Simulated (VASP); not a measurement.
A run of VASP 6.6.1 is set up as follows.

The input INCAR:

```
ALGO = Normal ; EDIFF = 1E-6
ENCUT = 520 ; GGA = PE
ISIF = 2 ; ISMEAR = 0
LASPH = True ; LCHARG = False
LREAL = False ; LWAVE = False
NBANDS = 22 ; NELM = 60
PREC = Accurate ; SIGMA = 0.1
```

The input KPOINTS:

```
k-points
0
Gamma
  8 8 8
```

Contents of POSCAR:

```
InSb3
1.0
    0.0000000000      3.7945550000      3.7945550000
    3.7945550000      0.0000000000      3.7945550000
    3.7945550000      3.7945550000      0.0000000000
In Sb
1 3
Direct
    0.0000000000      0.0000000000      0.0000000000
    0.2500000000      0.2500000000      0.2500000000
    0.7500000000      0.7500000000      0.7500000000
    0.4505870912      0.5494129088      0.5494129088
```

Potentials or basis: VASP PAW PBE potentials, release 64 (In_d, Sb).

Run with:

```sh
$ cat potpaw_PBE.64/In_d/POTCAR potpaw_PBE.64/Sb/POTCAR > POTCAR
$ mpirun -np 1 vasp_std > vasp.out
```

Q: Predict the band gap on the k mesh.

A: Zero (band 14 reaches 9.08 eV, above the bottom of band 15 at 6.41 eV).

Q: Estimate the largest force.

A: 0.697 eV/Å.

Q: Predict the pressure.

A: 1.0 GPa.

Stress tensor (GPa, compression positive):
```
0.51 0.00 0.00
0.00 1.24 0.00
0.00 0.00 1.24
```

Caveat: the cell differs from its parent crystal (one atom moved); spin-orbit coupling is left out, which moves the levels of the heavy elements.
